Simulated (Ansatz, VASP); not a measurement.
**LiNbO3 in VASP and in Ansatz**

```
Li Nb O
1.0
     2.69290    1.55474    4.54687
    -2.69290    1.55474    4.54687
     0.00000   -3.10949    4.54687
Li Nb O
2 2 6
Direct
  0.28159 0.28159 0.28159
  0.78159 0.78159 0.78159
  0.00049 0.00049 0.00049
  0.50049 0.50049 0.50049
  0.11046 0.35803 0.72110
  0.72110 0.11046 0.35803
  0.35803 0.72110 0.11046
  0.22110 0.85803 0.61046
  0.85803 0.61046 0.22110
  0.61046 0.22110 0.85803
```

Alike in both runs: task single point; functional PBE; k mesh 6 × 6 × 6; occupations gaussian, width 0.05 eV; no spin polarisation.

```csv
,VASP,Ansatz
version,VASP 6.6.1,Ansatz 0.2.0
potentials or method,"VASP PAW PBE potentials, release 64 (Li_sv, Nb_sv, O), cutoff 520 eV","scalar-relativistic, plane waves, PAW"
valence electrons in the cell,68,68
```

Ansatz gave:

- gap on the k mesh at the Fermi level (eV): 3.26
- least direct gap on the mesh (eV): 3.34
- rms of the force components (eV/Å): 0.360

**Question.** Estimate VASP's values.

**Answer.** gap on the k mesh at the Fermi level (eV): 3.25; least direct gap on the mesh (eV): 3.33; rms of the force components (eV/Å): 0.358.

Atom by atom the forces differ by 0.008 eV/Å (rms over components).

Noted on VASP's run: the cutoff is short for stress, so the pressure is rough.
